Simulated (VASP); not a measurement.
# VO2 (P4_2/mnm) in VASP: notebook

Runs on VO2. Level: PBE+U. Tasks: single point.

Program: VASP 6.6.1. These are calculated values, not measurements. Logs are shortened: lines on timing, memory, paths and dates and some standing lists are left out, and cuts for length are marked.

### Step 1. The cell of the first run

The structure is tetragonal, space group P4_2/mnm (No. 136). Conventional cell: a = 4.482 Å, b = 4.482 Å, c = 3.026 Å, α = 90.00°, β = 90.00°, γ = 90.00°. Within 2.5 Å of V (site symmetry mmm) lie 6 O at 1.89 to 1.98 Å. Within 2.6 Å of O (site symmetry m2m) lie 3 V at 1.89 to 1.98 Å and 1 O at 2.55 Å.

### Step 2. Single point, PBE+U, collinear spin, ferromagnetic start

The input, INCAR:

```
  PREC = Accurate
  ENCUT = 600
  EDIFF = 1E-6
  ISMEAR = 0
  SIGMA = 0.02
  LREAL = False
  LASPH = True
  NELM = 200
  ALGO = Normal
  ISIF = 2
  LWAVE = False
  LCHARG = False
  ISPIN = 2
  MAGMOM = -0.95 -0.95 0 0 0 0
  LORBIT = 11
  LMAXMIX = 4
  LDAU = True
  LDAUTYPE = 2
  LDAUL = 2 -1
  LDAUU = 3.25 0
  LDAUJ = 0 0
  LDAUPRINT = 1
  GGA = PE
  NBANDS = 38
  GGA_COMPAT = False
```

The input, KPOINTS:

```
regular mesh
0
Gamma
  6 6 10
```

The input, POSCAR:

```
VO2
1.0
    4.4818798926      0.0000000000      0.0000000000
    0.0000000000      4.4818798926      0.0000000000
    0.0000000000      0.0000000000      3.0258522293
V O
2 4
Direct
    0.0000000000      0.0000000000      0.0000000000
    0.5000000000      0.5000000000      0.5000000000
    0.2989533478      0.2989533478      0.0000000000
    0.7010466522      0.7010466522      0.0000000000
    0.7989533478      0.2010466522      0.5000000000
    0.2010466522      0.7989533478      0.5000000000
```

Potentials or basis: VASP PAW PBE potentials, release 64 (V_sv, O).

The run is started by

```sh
$ cat potpaw_PBE.64/V_sv/POTCAR potpaw_PBE.64/O/POTCAR > POTCAR
$ mpirun -np 1 vasp_std > vasp.out
```

OUTCAR:

```text
PREC = Accurate
   ENCUT = 600
   EDIFF = 1E-6
   ISMEAR = 0
   LREAL = False
   LASPH = True
   NELM = 200
   ISIF = 2
   ISPIN = 2
   LORBIT = 11
   GGA = PE

 ion  position               nearest neighbor table
   1  0.000  0.000  0.000-   3 1.89   4 1.89   5 1.98   6 1.98   5 1.98   6 1.98
   2  0.500  0.500  0.500-   5 1.89   6 1.89   3 1.98   4 1.98   3 1.98   4 1.98
   3  0.299  0.299  0.000-   1 1.89   2 1.98   2 1.98
   4  0.701  0.701  0.000-   1 1.89   2 1.98   2 1.98
   5  0.799  0.201  0.500-   2 1.89   1 1.98   1 1.98
   6  0.201  0.799  0.500-   2 1.89   1 1.98   1 1.98

  LATTYP: Found a simple tetragonal cell.
 ALAT       =     4.4818798926
 C/A-ratio  =     0.6751301467

  Lattice vectors:

 A1 = (   4.4818798926,   0.0000000000,   0.0000000000)
 A2 = (   0.0000000000,   4.4818798926,   0.0000000000)
 A3 = (   0.0000000000,   0.0000000000,   3.0258522293)

Analysis of symmetry for initial positions (statically):
=====================================================================
 Subroutine PRICEL returns:
 Original cell was already a primitive cell.

 Routine SETGRP: Setting up the symmetry group for a
 simple tetragonal supercell.

 Subroutine GETGRP returns: Found 16 space group operations
 (whereof  8 operations were pure point group operations)
 out of a pool of 16 trial point group operations.

The static configuration has the point symmetry D_2h.
 The point group associated with its full space group is D_4h.

Analysis of symmetry for dynamics (positions and initial velocities):
=====================================================================
 Subroutine PRICEL returns:
 Original cell was already a primitive cell.

 Routine SETGRP: Setting up the symmetry group for a
 simple tetragonal supercell.

 Subroutine GETGRP returns: Found 16 space group operations
 (whereof  8 operations were pure point group operations)
 out of a pool of 16 trial point group operations.

The dynamic configuration has the point symmetry D_2h.
 The point group associated with its full space group is D_4h.

Analysis of structural, dynamic, and magnetic symmetry:
=====================================================================
 Subroutine PRICEL returns:
 Original cell was already a primitive cell.
[... 221 lines left out ...]
  o =  0.2853  v =  0.0000  0.0000  0.0000  0.0000  0.0000  0.0000  0.7071 -0.0000  0.7071 -0.0000      0.0000  0.0000  0.0000  0.0000  0.0000  0.0000  0.0000  0.0000  0.0000  0.0000
  o =  0.3080  v = -0.8350  0.0000 -0.5502  0.0000 -0.0000  0.0000  0.0000  0.0000  0.0000  0.0000      0.0000  0.0000  0.0000  0.0000  0.0000  0.0000  0.0000  0.0000  0.0000  0.0000
  o =  0.3798  v =  0.0000  0.0000  0.0000  0.0000  0.0000 -0.8406  0.0000 -0.5417  0.0000  0.0000      0.0000  0.0000  0.0000  0.0000  0.0000  0.0000  0.0000  0.0000  0.0000  0.0000
  o =  0.9275  v =  0.0000  0.0000  0.0000  0.0000  0.0000 -0.5417  0.0000  0.8406  0.0000 -0.0000      0.0000  0.0000  0.0000  0.0000  0.0000  0.0000  0.0000  0.0000  0.0000  0.0000

 number of electron      49.9999995 magnetization      -1.9999885

 Free energy of the ion-electron system (eV)
  ---------------------------------------------------
  ext. energy  EPLUGINS =         0.00000000
  ---------------------------------------------------
  free energy    TOTEN  =       -46.58530672 eV

  energy without entropy =      -46.58530672  energy(sigma->0) =      -46.58530672

 E-fermi :   5.2785     XC(G=0): -11.6296

 val. band max:        5.0052926904   @ k =   0.0000   0.0000   0.0000
 cond. band min:       5.9979526937   @ k =   0.5000   0.0000   0.5000
 fundamental gap:      0.9926600034
 Fermi energy:         5.2784547858

 spin component 1

 k-point     1 :       0.0000    0.0000    0.0000
  band No.  band energies     occupation
      1     -59.4753      1.00000
      2     -59.4657      1.00000
      3     -34.0435      1.00000
      4     -34.0435      1.00000
      5     -32.8985      1.00000
      6     -32.8743      1.00000
[... 1913 lines left out ...]
     36      15.8949      0.00000
     37      18.7847      0.00000

 [... further k-points ...]

 [bands above 37 left out]

------------------------ aborting loop because EDIFF is reached ----------------------------------------

  FORCE on cell =-STRESS in cart. coord.  units (eV):
  Direction    XX          YY          ZZ          XY          YZ          ZX
  --------------------------------------------------------------------------------------
  -------------------------------------------------------------------------------------
  Total        1.3182010      1.3182010      1.2032229      0.0000000      0.0000000      0.0000000
  in kB       34.7475421     34.7475421     31.7167393      0.0000000      0.0000000      0.0000000
  external PRESSURE =      33.7372745 kB  Pullay stress =       0.0000000 kB

 VOLUME and BASIS-vectors are now :
 -----------------------------------------------------------------------------
  energy-cutoff  :      600.00
  volume of cell :       60.78
      direct lattice vectors                 reciprocal lattice vectors
     4.481879893  0.000000000  0.000000000     0.223120660  0.000000000  0.000000000
     0.000000000  4.481879893  0.000000000     0.000000000  0.223120660  0.000000000
     0.000000000  0.000000000  3.025852229     0.000000000  0.000000000  0.330485405

 POSITION                                       TOTAL-FORCE (eV/Angst)
 -----------------------------------------------------------------------------------
      0.00000      0.00000      0.00000         0.000000     -0.000000     -0.000000
      2.24094      2.24094      1.51293         0.000000     -0.000000     -0.000000
      1.33987      1.33987      0.00000         0.035827      0.035827      0.000000
      3.14201      3.14201      0.00000        -0.035827     -0.035827     -0.000000
      3.58081      0.90107      1.51293         0.035827     -0.035827     -0.000000
      0.90107      3.58081      1.51293        -0.035827      0.035827     -0.000000
 -----------------------------------------------------------------------------------
    total drift:                               -0.000000      0.000000      0.000000

  FREE ENERGIE OF THE ION-ELECTRON SYSTEM (eV)
  ---------------------------------------------------
  free  energy   TOTEN  =       -46.5853067181 eV

  energy  without entropy=      -46.5853067181  energy(sigma->0) =      -46.58530672

 total charge

# of ion       s       p       d       tot
------------------------------------------
    1        2.282   6.326   2.744  11.352
    2        2.282   6.326   2.744  11.352
    3        1.566   3.496   0.000   5.062
    4        1.566   3.496   0.000   5.062
    5        1.566   3.496   0.000   5.062
    6        1.566   3.496   0.000   5.062
--------------------------------------------------
tot         10.829  26.635   5.488  42.951

 magnetization (x)

# of ion       s       p       d       tot
------------------------------------------
    1       -0.014  -0.013  -1.043  -1.071
    2       -0.014  -0.013  -1.043  -1.071
    3        0.002   0.047   0.000   0.049
    4        0.002   0.047   0.000   0.049
    5        0.002   0.047   0.000   0.049
    6        0.002   0.047   0.000   0.049
--------------------------------------------------
tot         -0.021   0.163  -2.087  -1.945
```

OSZICAR:

```text
N       E                     dE             d eps       ncg     rms          rms(c)
DAV:   1     0.670373947302E+03    0.67037E+03   -0.28963E+04  9128   0.158E+03
DAV:   2    -0.104820684282E+02   -0.68086E+03   -0.63535E+03  9614   0.485E+02
DAV:   3    -0.630728576070E+02   -0.52591E+02   -0.51774E+02 10336   0.144E+02
DAV:   4    -0.638335957349E+02   -0.76074E+00   -0.75962E+00 10160   0.183E+01
DAV:   5    -0.638399351834E+02   -0.63394E-02   -0.63387E-02 10192   0.178E+00    0.441E+01
DAV:   6    -0.493341093954E+02    0.14506E+02   -0.65241E+01 10594   0.738E+01    0.242E+01
DAV:   7    -0.477748658051E+02    0.15592E+01   -0.29923E+01  9468   0.560E+01    0.199E+01
DAV:   8    -0.469329730186E+02    0.84189E+00   -0.23012E+00 10012   0.133E+01    0.971E+00
DAV:   9    -0.465234404473E+02    0.40953E+00   -0.83868E-01 10914   0.107E+01    0.240E+00
DAV:  10    -0.465720709206E+02   -0.48630E-01   -0.15852E-01  9912   0.314E+00    0.189E+00
DAV:  11    -0.465860999411E+02   -0.14029E-01   -0.21362E-02 10050   0.137E+00    0.576E-01
DAV:  12    -0.465853595377E+02    0.74040E-03   -0.88888E-03 10466   0.805E-01    0.178E-01
DAV:  13    -0.465852539883E+02    0.10555E-03   -0.49986E-04  9848   0.187E-01    0.110E-01
DAV:  14    -0.465853009664E+02   -0.46978E-04   -0.18342E-04 10384   0.102E-01    0.436E-02
DAV:  15    -0.465853082781E+02   -0.73117E-05   -0.23136E-05 10442   0.544E-02    0.219E-02
DAV:  16    -0.465853071730E+02    0.11051E-05   -0.61921E-06  9432   0.253E-02    0.120E-02
DAV:  17    -0.465853067181E+02    0.45489E-06   -0.13086E-06  6960   0.114E-02
   1 F= -.46585307E+02 E0= -.46585307E+02  d E =-.151415E-85  mag=    -1.9999
```

Run time: 5.2 min. Hardware: 1 thread of Intel Xeon Platinum 8488C (Sapphire Rapids), shared host; peak memory 0.35 GiB.

Results:

| Quantity | Value |
| --- | --- |
| Free energy | -46.5853 eV |
| Pressure | 3.4 GPa |
| Largest force | 0.051 eV/Å |
| Band gap on the k mesh | 0.99 eV (least direct gap 1.24 eV) |
| Net moment | -2.00 μB per cell |
| Site moments | V -1.07; O +0.05 μB |
| Valence electrons inside the program's atomic spheres | V 11.35; O 5.06 |

Forces in eV/Å, atoms in the order of the input:
```
V    0.000  0.000  0.000
V    0.000  0.000  0.000
O    0.036  0.036  0.000
O   -0.036 -0.036  0.000
O    0.036 -0.036  0.000
O   -0.036  0.036  0.000
```

Levels at points of the mesh, in eV from the valence-band top:
Spin up:
```csv
k point,band 22,band 23,band 24,band 25,band 26,band 27
"(0.00, 0.00, 0.00)",-0.64,-0.64,-0.14,2.09,2.15,2.15
"(0.50, 0.00, 0.00)",-2.17,-0.90,-0.90,2.78,2.78,3.11
"(0.50, 0.50, 0.00)",-1.81,-1.47,-1.47,2.18,2.18,2.61
"(0.00, 0.00, 0.50)",-2.78,-1.62,-1.62,2.90,2.90,3.33
"(0.50, 0.00, 0.50)",-2.15,-1.24,-1.24,1.80,1.80,3.52
"(0.50, 0.50, 0.50)",-1.57,-0.77,-0.77,2.53,2.53,2.85
```
Spin down:
| k point | band 22 | band 23 | band 24 | band 25 | band 26 | band 27 | band 28 | band 29 | band 30 | band 31 |
| --- | --- | --- | --- | --- | --- | --- | --- | --- | --- | --- |
| (0.00, 0.00, 0.00) | -1.00 | -0.95 | -0.54 | -0.54 | 0.00 | 1.24 | 1.37 | 1.37 | 2.47 | 3.42 |
| (0.50, 0.00, 0.00) | -2.22 | -0.82 | -0.82 | -0.56 | -0.56 | 2.04 | 2.04 | 2.42 | 2.42 | 4.49 |
| (0.50, 0.50, 0.00) | -1.77 | -1.42 | -1.42 | -1.29 | -1.29 | 1.40 | 1.40 | 2.79 | 2.79 | 3.88 |
| (0.00, 0.00, 0.50) | -2.81 | -1.59 | -1.59 | -0.75 | -0.75 | 2.20 | 2.20 | 2.72 | 2.72 | 3.81 |
| (0.50, 0.00, 0.50) | -2.31 | -1.13 | -1.13 | -0.76 | -0.76 | 0.99 | 0.99 | 2.88 | 2.88 | 3.40 |
| (0.50, 0.50, 0.50) | -1.59 | -0.75 | -0.75 | -0.70 | -0.70 | 1.84 | 1.84 | 2.15 | 2.15 | 4.37 |

Eigenvalues of the final occupation matrices:
| site | spin | trace | eigenvalues |
| --- | --- | --- | --- |
| site 1 d | 1 | 0.86 | 0.05 0.11 0.13 0.26 0.31 |
| site 1 d | 2 | 1.91 | 0.15 0.17 0.29 0.38 0.93 |
| site 2 d | 1 | 0.86 | 0.05 0.11 0.13 0.26 0.31 |
| site 2 d | 2 | 1.91 | 0.15 0.17 0.29 0.38 0.93 |

Caveat: the cell stands under pressure.

[end of part 1 of 2]
